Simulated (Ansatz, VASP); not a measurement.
**B: VASP beside Ansatz**

```
B
1.0
     1.64022    0.00000    0.00000
     0.00041    2.84124    0.00000
    -0.67671   -0.20343   14.53346
B
8
Direct
  0.08114 0.25492 0.81021
  0.99507 0.25838 0.37431
  0.60767 0.75964 0.87447
  0.46855 0.75369 0.31006
  0.91886 0.74508 0.18979
  0.53145 0.24631 0.68994
  0.39233 0.24036 0.12553
  0.00493 0.74162 0.62569
```

Change from the starting cell: the structure that the rattled hcp type (P6_3/mmc, No. 194) fell into.

Alike in both runs: task single point; functional PBEsol; k mesh 10 × 6 × 2; occupations gaussian, width 0.1 eV; no spin polarisation.

|  | VASP | Ansatz |
| --- | --- | --- |
| version | VASP 6.6.1 | Ansatz 0.2.0 |
| potentials or method | VASP PAW PBE potentials, release 64 (B), cutoff 500 eV | scalar-relativistic, plane waves, PAW |
| valence electrons in the cell | 24 | 24 |

Ansatz gave:

| Property | Result |
| --- | --- |
| gap on the k mesh at the Fermi level (eV) | none |
| pressure (GPa) | -0.2 |
| traceless stress, the component that is largest in VASP (GPa) | 5.13 |
| rms of the force components (eV/Å) | 0.041 |

Estimate VASP's values.

gap on the k mesh at the Fermi level (eV): none; pressure (GPa): 0.0; traceless stress, the component that is largest in VASP (GPa): 5.42; rms of the force components (eV/Å): 0.038.

VASP's potentials were made for PBE, not for PBEsol. Atom by atom the forces differ by 0.003 eV/Å (rms over components). A gap of «none» marks a metal or a gap that the smearing closes.

The k mesh is coarse, so the values compare programs but aren't converged.
